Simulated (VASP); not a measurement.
# TaF3 (Pm-3m) in VASP: a series of runs

TaF3 is run at these levels: PBE+U; tasks: relaxation of cell and atoms, single point.

All numbers are computed with VASP 6.6.1; they aren't measurements. Logs are shortened: lines on timing, memory, paths and dates and some standing lists are left out, and cuts for length are marked.

**1. The cell of the first run**

Symmetry: Pm-3m, No. 221, cubic system. Conventional cell: a = 3.901 Å, b = 3.901 Å, c = 3.901 Å, α = 90.00°, β = 90.00°, γ = 90.00°. Ta (site symmetry m-3m) has 6 F at 1.95 Å within 2.6 Å. F (site symmetry 4/mmm) has 2 Ta at 1.95 Å within 2.6 Å.

**2. Relaxation of cell and atoms, PBE+U**

INCAR reads:

```
ALGO = Normal
EDIFF = 1E-7
EDIFFG = -0.01
ENCUT = 600
GGA = PE
IBRION = 2
ISIF = 3
ISMEAR = -1
LASPH = True
LCHARG = False
LDAU = True
LDAUJ = 0 0
LDAUL = 2 -1
LDAUPRINT = 1
LDAUTYPE = 2
LDAUU = 6 0
LMAXMIX = 4
LREAL = False
LWAVE = False
NELM = 150
NSW = 60
PREC = Accurate
SIGMA = 0.05
```

KPOINTS reads:

```
k-points
0
Gamma
  7 7 7
```

POSCAR reads:

```
TaF3
1.0
    3.9012000000      0.0000000000      0.0000000000
    0.0000000000      3.9012000000      0.0000000000
    0.0000000000      0.0000000000      3.9012000000
Ta F
1 3
Direct
    0.0000000000      0.0000000000      0.0000000000
    0.0000000000      0.0000000000      0.5000000000
    0.0000000000      0.5000000000      0.0000000000
    0.5000000000      0.0000000000      0.0000000000
```

Potentials or basis: VASP PAW PBE potentials, release 64 (Ta_pv, F).

Command:

```sh
$ cat potpaw_PBE.64/Ta_pv/POTCAR potpaw_PBE.64/F/POTCAR > POTCAR
$ mpirun -np 1 vasp_std > vasp.out
```

OUTCAR:

```text
EDIFF = 1E-7
   EDIFFG = -0.01
   ENCUT = 600
   GGA = PE
   IBRION = 2
   ISIF = 3
   ISMEAR = -1
   LASPH = True
   LREAL = False
   NELM = 150
   NSW = 60
   PREC = Accurate

 ion  position               nearest neighbor table
   1  0.000  0.000  0.000-   2 1.95   3 1.95   4 1.95   2 1.95   3 1.95   4 1.95
   2  0.000  0.000  0.500-   1 1.95   1 1.95
   3  0.000  0.500  0.000-   1 1.95   1 1.95
   4  0.500  0.000  0.000-   1 1.95   1 1.95

  LATTYP: Found a simple cubic cell.
 ALAT       =     3.9012000000

  Lattice vectors:

 A1 = (   3.9012000000,   0.0000000000,   0.0000000000)
 A2 = (   0.0000000000,   3.9012000000,   0.0000000000)
 A3 = (   0.0000000000,   0.0000000000,   3.9012000000)

Analysis of symmetry for initial positions (statically):
=====================================================================
 Subroutine PRICEL returns:
 Original cell was already a primitive cell.

 Routine SETGRP: Setting up the symmetry group for a
 simple cubic supercell.

 Subroutine GETGRP returns: Found 48 space group operations
 (whereof 48 operations were pure point group operations)
 out of a pool of 48 trial point group operations.

The static configuration has the point symmetry O_h .

Analysis of symmetry for dynamics (positions and initial velocities):
=====================================================================
 Subroutine PRICEL returns:
 Original cell was already a primitive cell.

 Routine SETGRP: Setting up the symmetry group for a
 simple cubic supercell.

 Subroutine GETGRP returns: Found 48 space group operations
 (whereof 48 operations were pure point group operations)
 out of a pool of 48 trial point group operations.

The dynamic configuration has the point symmetry O_h .

 Subroutine INISYM returns: Found 48 space group operations
 (whereof 48 operations are pure point group operations),
 and found     1 'primitive' translations

----------------------------------------------------------------------------------------

                                     Primitive cell

  volume of cell :      59.3738

  direct lattice vectors                    reciprocal lattice vectors
     3.901200000  0.000000000  0.000000000     0.256331385  0.000000000  0.000000000
     0.000000000  3.901200000  0.000000000     0.000000000  0.256331385  0.000000000
     0.000000000  0.000000000  3.901200000     0.000000000  0.000000000  0.256331385

  length of vectors
     3.901200000  3.901200000  3.901200000     0.256331385  0.256331385  0.256331385

  position of ions in fractional coordinates (direct lattice)
     0.000000000  0.000000000  0.000000000
     0.000000000  0.000000000  0.500000000
     0.000000000  0.500000000  0.000000000
     0.500000000  0.000000000  0.000000000

  ion indices of the primitive-cell ions
   primitive index   ion index
                 1           1
                 2           2
                 3           3
                 4           4

----------------------------------------------------------------------------------------

 KPOINTS: k-points

Automatic generation of k-mesh.
 Grid dimensions read from file:
 generate k-points for:    7    7    7

 Generating k-lattice:

  Cartesian coordinates                     Fractional coordinates (reciprocal lattice)
     0.036618769  0.000000000  0.000000000     0.142857143  0.000000000  0.000000000
     0.000000000  0.036618769  0.000000000     0.000000000  0.142857143  0.000000000
     0.000000000  0.000000000  0.036618769     0.000000000  0.000000000  0.142857143

  Length of vectors
     0.036618769  0.036618769  0.036618769

  Shift w.r.t. Gamma in fractional coordinates (k-lattice)
     0.000000000  0.000000000  0.000000000

 Subroutine IBZKPT returns following result:
 ===========================================

 Found     20 irreducible k-points:

 Following reciprocal coordinates:
            Coordinates               Weight
  0.000000  0.000000  0.000000      1.000000
  0.142857  0.000000  0.000000      6.000000
  0.285714  0.000000  0.000000      6.000000
  0.428571  0.000000  0.000000      6.000000
  0.142857  0.142857  0.000000     12.000000
  0.285714  0.142857  0.000000     24.000000
[... 12 lines left out ...]
  0.428571  0.428571  0.285714     24.000000
  0.428571  0.428571  0.428571      8.000000
   k-points           NKPTS =     20   k-points in BZ     NKDIM =     20   number of bands    NBANDS=     20
   number of dos      NEDOS =    301   number of ions     NIONS =      4
   total plane-waves  NPLWV =  32768
   dimension x,y,z NGX =    32 NGY =   32 NGZ =   32
   dimension x,y,z NGXF=    64 NGYF=   64 NGZF=   64
   ions per type =               1   3
   NGX,Y,Z   is equivalent  to a cutoff of  13.64, 13.64, 13.64 a.u.
   NGXF,Y,Z  is equivalent  to a cutoff of  27.27, 27.27, 27.27 a.u.
 SYSTEM =  unknown system
   PREC   = accura    normal or accurate (medium, high low for compatibility)
   ISTART =      0    job   : 0-new  1-cont  2-samecut
   ICHARG =      2    charge: 1-file 2-atom 10-const
   ISPIN  =      1    spin polarized calculation?
   LNONCOLLINEAR =      F non collinear calculations
   LSORBIT =      F    spin-orbit coupling
   LASPH  =      T    aspherical Exc in radial PAW
   ENCUT  =  600.0 eV  44.10 Ry    6.64 a.u.   7.79  7.79  7.79*2*pi/ulx,y,z
   NELM   =    150;   NELMIN=  2; NELMDL= -5     # of ELM steps
   EDIFF  = 0.1E-06   stopping-criterion for ELM
   LREAL  =      F    real-space projection
   EDIFFG = -.1E-01   stopping-criterion for IOM
   NSW    =     60    number of steps for IOM
   IBRION =      2    ionic relax: 0-MD 1-quasi-New 2-CG
   NFREE  =      1    steps in history (QN), initial steepest desc. (CG)
   ISIF   =      3    stress and relaxation
   ISYM   =      2    0-nonsym 1-usesym 2-fastsym
   POTIM  = 0.5000    time-step for ionic-motion
   TEBEG  =    0.0;   TEEND  =   0.0 temperature during run
   PSTRESS=    0.0 pullay stress
   NELECT =      32.0000    total number of electrons
   NUPDOWN=      -1.0000    fix difference up-down
   EMIN   =  10.00;   EMAX   =-10.00  energy-range for DOS
   EFERMI =   0.00;   METHOD = LEGACY
   ISMEAR =    -1;   SIGMA  =   0.05  broadening in eV -4-tet -1-fermi 0-gaus
   EFERMI_NEDOS =   21; number of points for ismear=-14 and -15
   IALGO  =     38    algorithm
   IMIX   =      4    mixing-type and parameters
     AMIX     =   0.40;   BMIX     =  1.00
     AMIX_MAG =   1.60;   BMIX_MAG =  1.00
  volume/ion in A,a.u.               =      14.84       100.17
  Fermi-wavevector in a.u.,A,eV,Ry     =   1.332273  2.517631 24.149685  1.774952
  Thomas-Fermi vector in A             =   2.461221
   LORBIT       =      0    0 simple, 1 ext, 2 COOP (PROOUT), +10 PAW based schemes
 LDA+U is selected, type is set to LDAUTYPE =  2
   angular momentum for each species LDAUL =     2   -1
   U (eV)           for each species LDAUU =   6.0  0.0
   J (eV)           for each species LDAUJ =   0.0  0.0
   GGA     = PE    functional components
   LHFCALC =     F    Hartree Fock is set to
   AEXX    =    0.0000 exact exchange contribution
   IVDW    =     0    specifies the selected vdW correction
   LEPSILON=     F    determine dielectric tensor
   LRPA    =     F    only Hartree local field effects (RPA)
 conjugate gradient relaxation of ions
 non-spin polarized calculation
  energy-cutoff  :      600.00
  volume of cell :       59.37
 maximum number of plane-waves:      1999
 NGX is ok and might be reduce to    32
   NGX = 15   NGY = 15   NGZ = 15

--------------------------------------- Ionic step        1  -------------------------------------------

 number of electron      31.9999957 magnetization

 Free energy of the ion-electron system (eV)
  ---------------------------------------------------
  ext. energy  EPLUGINS =         0.00000000
  ---------------------------------------------------
  free energy    TOTEN  =       -20.41470352 eV

  energy without entropy =      -20.38324473  energy(sigma->0) =      -20.39897413

------------------------ aborting loop because EDIFF is reached ----------------------------------------

  FORCE on cell =-STRESS in cart. coord.  units (eV):
  Direction    XX          YY          ZZ          XY          YZ          ZX
  --------------------------------------------------------------------------------------
  -------------------------------------------------------------------------------------
  Total       12.4948016     12.4948016     12.4948016      0.0000000      0.0000000     -0.0000000
  in kB      337.1671844    337.1671844    337.1671844      0.0000000      0.0000000     -0.0000000
  external PRESSURE =     337.1671844 kB  Pullay stress =       0.0000000 kB
[... 95 lines left out ...]
  FREE ENERGIE OF THE ION-ELECTRON SYSTEM (eV)
  ---------------------------------------------------
  free  energy   TOTEN  =       -21.6616868892 eV

  energy  without entropy=      -21.6202685927  energy(sigma->0) =      -21.64097774

atom =   1  type =  1  l = 2

 onsite density matrix

spin component  1

  0.2817 -0.0000 -0.0000  0.0000  0.0000
 -0.0000  0.2817 -0.0000  0.0000  0.0000
 -0.0000 -0.0000  0.1169 -0.0000 -0.0000
  0.0000  0.0000 -0.0000  0.2817 -0.0000
  0.0000  0.0000 -0.0000 -0.0000  0.1169

spin component  2

  0.2817 -0.0000 -0.0000  0.0000  0.0000
 -0.0000  0.2817 -0.0000  0.0000  0.0000
 -0.0000 -0.0000  0.1169 -0.0000 -0.0000
  0.0000  0.0000 -0.0000  0.2817 -0.0000
  0.0000  0.0000 -0.0000 -0.0000  0.1169

 occupancies and eigenvectors

  o =  0.1169  v =  0.0000  0.0000  0.9688 -0.0000 -0.2480  0.0000  0.0000  0.0000  0.0000  0.0000      0.0000  0.0000  0.0000  0.0000  0.0000  0.0000  0.0000  0.0000  0.0000  0.0000
  o =  0.1169  v =  0.0000  0.0000  0.2480 -0.0000  0.9688  0.0000  0.0000  0.0000  0.0000  0.0000      0.0000  0.0000  0.0000  0.0000  0.0000  0.0000  0.0000  0.0000  0.0000  0.0000
  o =  0.1169  v =  0.0000  0.0000  0.0000  0.0000  0.0000  0.0000  0.0000  0.9688 -0.0000 -0.2480      0.0000  0.0000  0.0000  0.0000  0.0000  0.0000  0.0000  0.0000  0.0000  0.0000
  o =  0.1169  v =  0.0000  0.0000  0.0000  0.0000  0.0000  0.0000  0.0000  0.2480 -0.0000  0.9688      0.0000  0.0000  0.0000  0.0000  0.0000  0.0000  0.0000  0.0000  0.0000  0.0000
  o =  0.2817  v =  0.0000  0.9959 -0.0000 -0.0904  0.0000  0.0000  0.0000  0.0000  0.0000  0.0000      0.0000  0.0000  0.0000  0.0000  0.0000  0.0000  0.0000  0.0000  0.0000  0.0000
  o =  0.2817  v =  0.0000  0.0000  0.0000  0.0000  0.0000  0.0000  0.9959 -0.0000 -0.0904  0.0000      0.0000  0.0000  0.0000  0.0000  0.0000  0.0000  0.0000  0.0000  0.0000  0.0000
  o =  0.2817  v =  0.0000  0.0000  0.0000  0.0000  0.0000  0.0000  0.0904  0.0000  0.9959  0.0000      0.0000  0.0000  0.0000  0.0000  0.0000  0.0000  0.0000  0.0000  0.0000  0.0000
  o =  0.2817  v =  0.0000  0.0904  0.0000  0.9959  0.0000  0.0000  0.0000  0.0000  0.0000  0.0000      0.0000  0.0000  0.0000  0.0000  0.0000  0.0000  0.0000  0.0000  0.0000  0.0000
  o =  0.2817  v =  0.0000  0.0000  0.0000  0.0000  0.0000  1.0000  0.0000  0.0000  0.0000  0.0000      0.0000  0.0000  0.0000  0.0000  0.0000  0.0000  0.0000  0.0000  0.0000  0.0000
  o =  0.2817  v =  1.0000  0.0000  0.0000  0.0000  0.0000  0.0000  0.0000  0.0000  0.0000  0.0000      0.0000  0.0000  0.0000  0.0000  0.0000  0.0000  0.0000  0.0000  0.0000  0.0000

--------------------------------------- Ionic step        4  -------------------------------------------

 number of electron      31.9999975 magnetization

 Free energy of the ion-electron system (eV)
  ---------------------------------------------------
  ext. energy  EPLUGINS =         0.00000000
  ---------------------------------------------------
  free energy    TOTEN  =       -21.66222808 eV

  energy without entropy =      -21.62097285  energy(sigma->0) =      -21.64160046

 E-fermi :   3.2289     XC(G=0):  -8.1140

 val. band max:        3.2245653446   @ k =   0.2857   0.1429   0.1429
 cond. band min:       3.2444761074   @ k =   0.2857   0.2857   0.1429
 fundamental gap:      0.0199107628
 Fermi energy:         3.2289142209

 k-point     1 :       0.0000    0.0000    0.0000
  band No.  band energies     occupation
      1     -34.9637      2.00000
      2     -34.9637      2.00000
      3     -34.9637      2.00000
      4     -24.3535      2.00000
      5     -24.0144      2.00000
      6     -24.0144      2.00000
[... 480 lines left out ...]
  FREE ENERGIE OF THE ION-ELECTRON SYSTEM (eV)
  ---------------------------------------------------
  free  energy   TOTEN  =       -21.6622280775 eV

  energy  without entropy=      -21.6209728488  energy(sigma->0) =      -21.64160046

 reached required accuracy - stopping structural energy minimisation
```

It took 66 s on 1 thread of AMD EPYC 7R43 (Zen 3), shared host; peak memory 0.17 GiB.

Results:

```
Free energy                            : -21.6622 eV
Relaxed volume                         : 18.45 Å³/atom
Relaxed cell                           : a = 4.195 Å, b = 4.195 Å, c = 4.195 Å, α = 90.00°, β = 90.00°, γ = 90.00°
Space group after relaxing (to 0.05 Å) : Pm-3m (No. 221)
Energy gained by relaxing              : 311.9 meV/atom
Ionic steps                            : 4
Pressure after relaxing                : -0.1 GPa
Band gap on the k mesh                 : zero (band 16 reaches 4.29 eV, above the bottom of band 17 at 2.43 eV)
```

Step by step:
```
step  energy change (eV)  largest force (eV/Å)  pressure (GPa)  volume (Å³)
   1              0.0000                0.0000           33.72        59.37
   2             -0.4194                0.0000          -13.66        90.46
   3             -1.2470                0.0000           -0.48        74.13
   4             -1.2475                0.0000           -0.07        73.82
```

Final structure:
```
Ta F
1.0
     4.19487    0.00000    0.00000
     0.00000    4.19487    0.00000
     0.00000    0.00000    4.19487
Ta F
1 3
Direct
  0.00000 0.00000 0.00000
  0.00000 0.00000 0.50000
  0.00000 0.50000 0.00000
  0.50000 0.00000 0.00000
```

Levels at points of the mesh, in eV from the Fermi level:
```csv
k point,band 14,band 15,band 16,band 17,band 18,band 19
"(0.00, 0.00, 0.00)",-8.04,-8.04,-0.80,-0.80,-0.80,-0.53
```

Eigenvalues of the final occupation matrices:
| site | spin | trace | eigenvalues |
| --- | --- | --- | --- |
| site 1 d | 1 | 1.08 | 0.12 0.12 0.28 0.28 0.28 |
| site 1 d | 2 | 1.08 | 0.12 0.12 0.28 0.28 0.28 |

Caveat: the electronic state changed during the relaxation; the volume moved by over 15 % at a fixed basis, so the end points are rough; spin-orbit coupling is left out, which moves the levels of the heavy elements; the volume moved by +24 % from the deposited cell, more than functionals usually miss; U without spin polarisation on a metal has little footing.

**3. Single point, PBE+U**

This run uses another cell than the first one, of 18.23 Å³/atom, 1.228 times its volume.

INCAR reads:

```
PREC = Accurate
ENCUT = 600
EDIFF = 1E-6
ISMEAR = -1
SIGMA = 0.05
LREAL = F
LASPH = T
NELM = 200
ALGO = Normal
ISIF = 2
LWAVE = F
LCHARG = F
LMAXMIX = 4
LDAU = T
LDAUTYPE = 2
LDAUL = 2 -1
LDAUU = 8 0
LDAUJ = 0 0
LDAUPRINT = 1
GGA = PE
NBANDS = 25
GGA_COMPAT = F
```

KPOINTS reads:

```
regular mesh
0
Gamma
  7 7 7
```

POSCAR reads:

```
TaF3
1.0
    4.1775069525      0.0000000000      0.0000000000
    0.0000000000      4.1775069525      0.0000000000
    0.0000000000      0.0000000000      4.1775069525
Ta F
1 3
Direct
    0.0000000000      0.0000000000      0.0000000000
    0.0000000000      0.0000000000      0.5000000000
    0.0000000000      0.5000000000      0.0000000000
    0.5000000000      0.0000000000      0.0000000000
```

Potentials or basis: VASP PAW PBE potentials, release 64 (Ta_sv_GW, F).

Command:

```sh
$ cat potpaw_PBE.64/Ta_sv_GW/POTCAR potpaw_PBE.64/F/POTCAR > POTCAR
$ mpirun -np 1 vasp_std > vasp.out
```

It took 49 s on 1 thread of AMD EPYC 7R43 (Zen 3), shared host; peak memory 0.18 GiB.

It converged, with:

* Free energy: -22.7498 eV
* Pressure: 2.3 GPa
* Band gap on the k mesh: zero (band 17 reaches 5.90 eV, above the bottom of band 18 at 4.00 eV)

Levels at points of the mesh, in eV from the Fermi level:
```tsv
k point	band 13	band 14	band 15	band 16	band 17	band 18	band 19	band 20	band 21	band 22
(0.00, 0.00, 0.00)	-8.40	-8.31	-8.31	-8.31	-0.80	-0.80	-0.80	-0.79	2.80	2.80
```

Eigenvalues of the final occupation matrices:
```
    site  spin  trace               eigenvalues
site 1 d     1   1.01  0.10 0.10 0.27 0.27 0.27
site 1 d     2   1.01  0.10 0.10 0.27 0.27 0.27
```

Caveat: spin-orbit coupling is left out, which moves the levels of the heavy elements; U without spin polarisation on a metal has little footing.

(Part 1 of 2 ends here.)
